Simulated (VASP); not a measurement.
# Ba in VASP: single point with PBE

Aim: the single point of Ba with PBE.

All numbers are computed with VASP 6.6.1; they aren't measurements. Logs are shortened: lines on timing, memory, paths and dates and some standing lists are left out, and cuts for length are marked.

### Step 1. The cell of the first run

The cell holds a slab with vacuum, 4 atoms: a = 4.330 Å, b = 4.330 Å, c = 28.607 Å, α = 90.00°, β = 90.00°, γ = 109.47°.

### Step 2. Single point, PBE

Input file INCAR:

```
SYSTEM = Ba
PREC = Accurate ; ENCUT = 520
EDIFF = 1E-7 ; ISMEAR = 0
SIGMA = 0.1 ; LREAL = .FALSE.
LASPH = .TRUE. ; NELM = 60
ALGO = Normal ; ISIF = 2
LWAVE = .FALSE. ; LCHARG = .FALSE.
LDIPOL = .TRUE. ; IDIPOL = 3
DIPOL = 0.5 0.5 0.500 ; GGA = PE
NBANDS = 28
```

Input file KPOINTS:

```
regular mesh
0
G
  6 6 1
  0 0 0
```

Input file POSCAR:

```
Ba
1.0
    4.3301270168     -0.0000000011      0.0000000000
   -1.4433756700      4.0824829034      0.0000000000
    0.0000000000      0.0000000000     28.6066018822
Ba
4
Direct
    0.5000000000      0.5000000000      0.3146126911
    0.0000000000      0.0000000000      0.4382042304
    0.5000000000      0.5000000000      0.5636862793
    0.0000000000      0.0000000000      0.6853078160
```

Potentials or basis: VASP PAW PBE potentials, release 64 (Ba_sv).

On the command line:

```sh
$ cat potpaw_PBE.64/Ba_sv/POTCAR > POTCAR
$ mpirun -np 1 vasp_std > vasp.out
```

OUTCAR:

```text
SYSTEM = Ba
   PREC = Accurate
   ENCUT = 520
   EDIFF = 1E-7
   ISMEAR = 0
   LREAL = .FALSE.
   LASPH = .TRUE.
   NELM = 60
   ISIF = 2
   GGA = PE

 ion  position               nearest neighbor table
   1  0.500  0.500  0.315-   2 4.33   2 4.33
   2  0.000  0.000  0.438-   1 4.33   1 4.33   3 4.37   3 4.37
   3  0.500  0.500  0.564-   4 4.28   4 4.28   2 4.37   2 4.37
   4  0.000  0.000  0.685-   3 4.28   3 4.28

  LATTYP: Found a base centered orthorhombic cell.
 ALAT       =     4.9999999986
 B/A-ratio  =     1.4142135619
 C/A-ratio  =     5.7213203781

  Lattice vectors:

 A1 = (   4.3301270168,  -0.0000000011,   0.0000000000)
 A2 = (  -1.4433756700,   4.0824829034,   0.0000000000)
 A3 = (   0.0000000000,   0.0000000000,  28.6066018822)

Analysis of symmetry for initial positions (statically):
=====================================================================
 Subroutine PRICEL returns:
 Original cell was already a primitive cell.

 Routine SETGRP: Setting up the symmetry group for a
 base centered orthorhombic supercell.

 Subroutine GETGRP returns: Found  4 space group operations
 (whereof  4 operations were pure point group operations)
 out of a pool of  8 trial point group operations.

The static configuration has the point symmetry C_2v.

Analysis of symmetry for dynamics (positions and initial velocities):
=====================================================================
 Subroutine PRICEL returns:
 Original cell was already a primitive cell.

 Routine SETGRP: Setting up the symmetry group for a
 base centered orthorhombic supercell.

 Subroutine GETGRP returns: Found  4 space group operations
 (whereof  4 operations were pure point group operations)
 out of a pool of  8 trial point group operations.

The dynamic configuration has the point symmetry C_2v.

 Subroutine INISYM returns: Found  4 space group operations
 (whereof  4 operations are pure point group operations),
 and found     1 'primitive' translations

----------------------------------------------------------------------------------------

                                     Primitive cell

  volume of cell :     505.6981

  direct lattice vectors                    reciprocal lattice vectors
     4.330127017 -0.000000001  0.000000000     0.230940108  0.081649658  0.000000000
    -1.443375670  4.082482903  0.000000000     0.000000000  0.244948974  0.000000000
     0.000000000  0.000000000 28.606601882     0.000000000  0.000000000  0.034956966

  length of vectors
     4.330127017  4.330127017 28.606601882     0.244948974  0.244948974  0.034956966

  position of ions in fractional coordinates (direct lattice)
     0.500000000  0.500000000  0.314612691
     0.000000000  0.000000000  0.438204230
     0.500000000  0.500000000  0.563686279
     0.000000000  0.000000000  0.685307816

  ion indices of the primitive-cell ions
   primitive index   ion index
                 1           1
                 2           2
                 3           3
                 4           4

----------------------------------------------------------------------------------------

 KPOINTS: regular mesh

Automatic generation of k-mesh.
 Grid dimensions read from file:
 generate k-points for:    6    6    1

 Generating k-lattice:

  Cartesian coordinates                     Fractional coordinates (reciprocal lattice)
     0.038490018  0.013608276  0.000000000     0.166666667 -0.000000000  0.000000000
     0.000000000  0.040824829  0.000000000     0.000000000  0.166666667  0.000000000
     0.000000000  0.000000000  0.034956966     0.000000000  0.000000000  1.000000000

  Length of vectors
     0.040824829  0.040824829  0.034956966

  Shift w.r.t. Gamma in fractional coordinates (k-lattice)
     0.000000000  0.000000000  0.000000000

 Subroutine IBZKPT returns following result:
 ===========================================

 Found     13 irreducible k-points:

 Following reciprocal coordinates:
            Coordinates               Weight
  0.000000  0.000000  0.000000      1.000000
  0.166667  0.000000  0.000000      4.000000
  0.333333  0.000000  0.000000      4.000000
  0.500000  0.000000  0.000000      2.000000
  0.166667  0.166667  0.000000      2.000000
  0.333333  0.166667  0.000000      4.000000
  0.500000  0.166667  0.000000      4.000000
 -0.333333  0.166667  0.000000      4.000000
 -0.166667  0.166667  0.000000      2.000000
  0.333333  0.333333  0.000000      2.000000
  0.500000  0.333333  0.000000      4.000000
 -0.333333  0.333333  0.000000      2.000000
  0.500000  0.500000  0.000000      1.000000
   k-points           NKPTS =     13   k-points in BZ     NKDIM =     13   number of bands    NBANDS=     28
   number of dos      NEDOS =    301   number of ions     NIONS =      4
   total plane-waves  NPLWV = 221184
   dimension x,y,z NGX =    32 NGY =   32 NGZ =  216
   dimension x,y,z NGXF=    64 NGYF=   64 NGZF=  432
   ions per type =               4
   NGX,Y,Z   is equivalent  to a cutoff of  12.29, 12.29, 12.55 a.u.
   NGXF,Y,Z  is equivalent  to a cutoff of  24.57, 24.57, 25.11 a.u.
 SYSTEM =  Ba
   PREC   = accura    normal or accurate (medium, high low for compatibility)
   ISTART =      0    job   : 0-new  1-cont  2-samecut
   ICHARG =      2    charge: 1-file 2-atom 10-const
   ISPIN  =      1    spin polarized calculation?
   LNONCOLLINEAR =      F non collinear calculations
   LSORBIT =      F    spin-orbit coupling
   LASPH  =      T    aspherical Exc in radial PAW
   ENCUT  =  520.0 eV  38.22 Ry    6.18 a.u.   8.05  8.05 53.19*2*pi/ulx,y,z
   NELM   =     60;   NELMIN=  2; NELMDL= -5     # of ELM steps
   EDIFF  = 0.1E-06   stopping-criterion for ELM
   LREAL  =      F    real-space projection
   EDIFFG = 0.1E-05   stopping-criterion for IOM
   NSW    =      0    number of steps for IOM
   IBRION =     -1    ionic relax: 0-MD 1-quasi-New 2-CG
   NFREE  =      0    steps in history (QN), initial steepest desc. (CG)
   ISIF   =      2    stress and relaxation
   ISYM   =      2    0-nonsym 1-usesym 2-fastsym
   POTIM  = 0.5000    time-step for ionic-motion
   TEBEG  =    0.0;   TEEND  =   0.0 temperature during run
   PSTRESS=    0.0 pullay stress
   NELECT =      40.0000    total number of electrons
   NUPDOWN=      -1.0000    fix difference up-down
   EMIN   =  10.00;   EMAX   =-10.00  energy-range for DOS
   EFERMI =   0.00;   METHOD = LEGACY
   ISMEAR =     0;   SIGMA  =   0.10  broadening in eV -4-tet -1-fermi 0-gaus
   EFERMI_NEDOS =   21; number of points for ismear=-14 and -15
   IALGO  =     38    algorithm
   IMIX   =      4    mixing-type and parameters
     AMIX     =   0.40;   BMIX     =  1.00
     AMIX_MAG =   1.60;   BMIX_MAG =  1.00
  volume/ion in A,a.u.               =     126.42       853.15
  Fermi-wavevector in a.u.,A,eV,Ry     =   0.702745  1.327995  6.719244  0.493850
  Thomas-Fermi vector in A             =   1.787528
   LORBIT       =      0    0 simple, 1 ext, 2 COOP (PROOUT), +10 PAW based schemes
   GGA     = PE    functional components
   LHFCALC =     F    Hartree Fock is set to
   AEXX    =    0.0000 exact exchange contribution
   IVDW    =     0    specifies the selected vdW correction
   LEPSILON=     F    determine dielectric tensor
   LRPA    =     F    only Hartree local field effects (RPA)
 non-spin polarized calculation
 Gauss-broadening in eV      SIGMA  =   0.10
  energy-cutoff  :      520.00
  volume of cell :      505.70
 maximum number of plane-waves:     13680
   NGX = 17   NGY = 17   NGZ =107

 dipolmoment           0.000000      0.000000      0.000682 electrons x Angstroem

 number of electron      39.9999996 magnetization

 dipolmoment           0.000000      0.000000     -0.000501 electrons x Angstroem

 Free energy of the ion-electron system (eV)
  ---------------------------------------------------
  ext. energy  EPLUGINS =         0.00000000
  ---------------------------------------------------
  free energy    TOTEN  =        -6.94523052 eV

  energy without entropy =       -6.91702070  energy(sigma->0) =       -6.93112561

 E-fermi :  -0.3034     XC(G=0):  -4.2334

 val. band max:       -0.3449869060   @ k =   0.3333   0.3333   0.0000
 cond. band min:      -0.2640640805   @ k =   0.5000   0.3333   0.0000
 fundamental gap:      0.0809228255
 Fermi energy:        -0.3033681433

 k-point     1 :       0.0000    0.0000    0.0000
  band No.  band energies     occupation
      1     -29.5255      2.00000
      2     -29.5083      2.00000
      3     -29.1518      2.00000
      4     -29.1226      2.00000
      5     -14.8134      2.00000
      6     -14.7980      2.00000
[... 20 lines left out ...]
     27       0.9804      0.00000
     28       1.3465      0.00000

 k-point     2 :       0.1667    0.0000    0.0000
  band No.  band energies     occupation
      1     -29.5199      2.00000
      2     -29.5027      2.00000
      3     -29.1454      2.00000
      4     -29.1180      2.00000
      5     -14.7968      2.00000
      6     -14.7858      2.00000
[... 20 lines left out ...]
     27       0.8471      0.00000
     28       1.1254      0.00000

 k-point     3 :       0.3333    0.0000    0.0000
  band No.  band energies     occupation
      1     -29.5088      2.00000
      2     -29.4915      2.00000
      3     -29.1324      2.00000
      4     -29.1089      2.00000
      5     -14.7725      2.00000
      6     -14.7620      2.00000
[... 20 lines left out ...]
     27       0.6139      0.00000
     28       0.7010      0.00000

 k-point     4 :       0.5000    0.0000    0.0000
  band No.  band energies     occupation
      1     -29.5032      2.00000
      2     -29.4859      2.00000
      3     -29.1258      2.00000
      4     -29.1045      2.00000
      5     -14.8315      2.00000
      6     -14.8186      2.00000
[... 237 lines left out ...]
     27       0.9373      0.00000
     28       1.2189      0.00000

 k-point    12 :      -0.3333    0.3333    0.0000
  band No.  band energies     occupation
      1     -29.4967      2.00000
      2     -29.4794      2.00000
      3     -29.1214      2.00000
      4     -29.0947      2.00000
      5     -14.7632      2.00000
      6     -14.7489      2.00000
[... 20 lines left out ...]
     27       1.2365      0.00000
     28       1.6659      0.00000

 k-point    13 :       0.5000    0.5000    0.0000
  band No.  band energies     occupation
      1     -29.4870      2.00000
      2     -29.4697      2.00000
      3     -29.1113      2.00000
      4     -29.0854      2.00000
      5     -14.8556      2.00000
      6     -14.8394      2.00000
[... 20 lines left out ...]
     27       1.2412      0.00000
     28       1.6435      0.00000

------------------------ aborting loop because EDIFF is reached ----------------------------------------

 vacuum level on the upper side and lower side of the slab       (xc-potential included)        -0.104        -0.100

  FORCE on cell =-STRESS in cart. coord.  units (eV):
  Direction    XX          YY          ZZ          XY          YZ          ZX
  --------------------------------------------------------------------------------------
  -------------------------------------------------------------------------------------
  Total        0.2619418      0.1015214     -0.0782483     -0.2268686      0.0000000      0.0000000
  in kB        0.8298968      0.3216452     -0.2479102     -0.7187763      0.0000000      0.0000000
  external PRESSURE =       0.3012106 kB  Pullay stress =       0.0000000 kB

 VOLUME and BASIS-vectors are now :
 -----------------------------------------------------------------------------
  energy-cutoff  :      520.00
  volume of cell :      505.70
      direct lattice vectors                 reciprocal lattice vectors
     4.330127017 -0.000000001  0.000000000     0.230940108  0.081649658  0.000000000
    -1.443375670  4.082482903  0.000000000     0.000000000  0.244948974  0.000000000
     0.000000000  0.000000000 28.606601882     0.000000000  0.000000000  0.034956966

 POSITION                                       TOTAL-FORCE (eV/Angst)
 -----------------------------------------------------------------------------------
      1.44338      2.04124      9.00000         0.000000      0.000000      0.035138
      0.00000      0.00000     12.53553        -0.000000      0.000000     -0.041541
      1.44338      2.04124     16.12515         0.000000      0.000000     -0.001352
      0.00000      0.00000     19.60433        -0.000000      0.000000      0.007755
 -----------------------------------------------------------------------------------
    total drift:                                0.000000      0.000000      0.000018

  FREE ENERGIE OF THE ION-ELECTRON SYSTEM (eV)
  ---------------------------------------------------
  free  energy   TOTEN  =        -6.9452305215 eV

  energy  without entropy=       -6.9170206998  energy(sigma->0) =       -6.93112561

 vacuum level on the upper side and lower side of the slab         2.030         2.034
```

Wall time 7.8 min (1 thread of Intel Xeon Platinum 8259CL at 2.50GHz (Skylake/Cascade Lake), shared host); peak memory 0.54 GiB.

What came out:

| Quantity | Value |
| --- | --- |
| Free energy | -6.9452 eV |
| Largest force | 0.042 eV/Å |
| Band gap on the k mesh | zero (bands 20 and 21 overlap by 0.54 eV) |

Forces on the atoms (eV/Å):
```
Ba   0.000  0.000  0.035
Ba   0.000  0.000 -0.042
Ba   0.000  0.000 -0.001
Ba   0.000  0.000  0.008
```

Levels at points of the mesh, in eV from the Fermi level:
```tsv
k point	band 18	band 19	band 20	band 21	band 22	band 23
(0.00, 0.00, 0.00)	-2.17	-1.56	-1.05	0.44	0.45	0.71
(0.50, 0.00, 0.00)	-0.78	-0.52	-0.52	0.42	0.43	0.64
(0.50, 0.50, 0.00)	-0.51	-0.44	-0.40	-0.33	-0.08	0.56
```

Caveat: spin-orbit coupling is left out, which moves the levels of the heavy elements.
